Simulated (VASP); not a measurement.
Input of a VASP 6.6.1 run:

File INCAR:

```
PREC = Accurate ; ENCUT = 600
EDIFF = 1E-6 ; ISMEAR = 0
SIGMA = 0.1 ; LREAL = F
LASPH = T ; NELM = 60
ALGO = Normal ; ISIF = 3
LWAVE = F ; LCHARG = F
GGA = PE ; IBRION = 2
NSW = 100 ; EDIFFG = -0.015
```

Contents of KPOINTS:

```
regular mesh
0
Gamma
  8 8 6
```

POSCAR

```
B
1.0
    2.0895562729     -2.8325413160      0.0149640851
    2.1237371897      2.8567299863     -0.0432403056
   -0.0294141997     -0.0428469302      4.3269707196
B
8
Direct
    0.2524730373      0.2444323114      0.2392747430
    0.2469814619      0.7578165234      0.2702671163
    0.7285236007      0.2394966317      0.2516038559
    0.7712201535      0.7456221652      0.2520045371
    0.2539482155      0.2830278326      0.7497538176
    0.2402782200      0.7375936670      0.7386518227
    0.7433750093      0.2435593477      0.7540766749
    0.7632003018      0.7484515210      0.7443674325
```

Potentials or basis: VASP PAW PBE potentials, release 64 (B).

The run is started by

```console
$ cat potpaw_PBE.64/B/POTCAR > POTCAR
$ mpirun -np 1 vasp_std > vasp.out
```

(1) Predict the space group after relaxing (to 0.1 Å).

(2) Estimate the relaxed cell.

(3) Estimate the band gap on the k mesh.

## Answers

(1) C2/m (No. 12).

(2) a = 3.714 Å, b = 3.260 Å, c = 5.126 Å, α = 89.99°, β = 90.01°, γ = 119.91°.

(3) zero (bands 12 and 13 overlap by 1.46 eV).

Caveat: a cell axis changed by over 15 % at a fixed basis, so the end point is rough.
